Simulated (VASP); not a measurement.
Runs of VASP 6.6.1 on SnSe2. The structure is that of space group P-3m1 (No. 164), or close to it. The cells are those of the table. 

| task | cell | cutoff (eV) | gap on the mesh (eV) | pressure (GPa) | relaxed volume (Å³/atom) |
| --- | --- | --- | --- | --- | --- |
| relaxation of cell and atoms | relaxed from a = 3.819, b = 3.819, c = 6.149 Å, angles 90.0, 90.0, 120.0°, 3 atoms | 600 | 0.48 | 0.0 | 25.92 |
| single point | a = 3.819, b = 3.819, c = 6.149 Å, angles 90.0, 90.0, 120.0°, 3 atoms | 520 | 0.48 | 0.1 | - |
| relaxation of shape and atoms at fixed volume | relaxed from a = 3.859, b = 3.859, c = 6.384 Å, angles 90.0, 90.0, 120.0°, 3 atoms | 600 | (a) | -0.6 | - |
| relaxation of shape and atoms at fixed volume | relaxed from a = 3.857, b = 3.857, c = 6.210 Å, angles 90.0, 90.0, 120.0°, 3 atoms | 600 | 0.58 | -0.5 | (b) |

Alike in all rows: level PBEsol; potentials or basis VASP PAW PBE potentials, release 64 (Sn_d, Se); no spin polarisation; k mesh 12 × 12 × 6; smearing gaussian 0.02 eV.

Estimate the missing entries.

(a) 0.60; (b) 26.67.

Caveats: the PAW data sets were made with another functional, which shifts forces and pressure a little; spin-orbit coupling is left out, which moves the levels of the heavy elements; this functional lacks dispersion, which binds the layers, so the pressure and a relaxed spacing across them are unreliable.

A k mesh can miss the band edges, and the runs leave out spin-orbit coupling on Se, Sn.
